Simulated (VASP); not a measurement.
A run of VASP 6.6.1:

File INCAR:

```
SYSTEM = Sb
PREC = Accurate
ENCUT = 600
EDIFF = 1E-6
ISMEAR = -1
SIGMA = 0.05
LREAL = .FALSE.
LASPH = .TRUE.
NELM = 80
ALGO = Normal
ISIF = 3
LWAVE = .FALSE.
LCHARG = .FALSE.
GGA = PS
IBRION = 2
NSW = 80
EDIFFG = -0.01
```

The input KPOINTS:

```
regular mesh
0
G
  9 9 9
  0 0 0
```

The input POSCAR:

```
Sb
1.0
    3.1172920600      0.0000000000      0.0000000000
    0.0000000000      3.1172920600      0.0000000000
    0.0000000000      0.0000000000      3.1172920600
Sb
1
Direct
    0.0000000000      0.0000000000      0.0000000000
```

Potentials or basis: VASP PAW PBE potentials, release 64 (Sb).

Launch:

```bash
$ cat potpaw_PBE.64/Sb/POTCAR > POTCAR
$ mpirun -np 1 vasp_std > vasp.out
```

Hardware: 1 thread of AMD EPYC 7R43 64-Core Processor (Zen 3) (shared host).

Q: How long does it take, and how much memory?

A: Wall time 21 s on 1 thread of AMD EPYC 7R43 64-Core Processor (Zen 3), with other jobs on the host, peak memory 0.12 GiB. Counts: scf iterations 22, k points 35, ion steps 3.
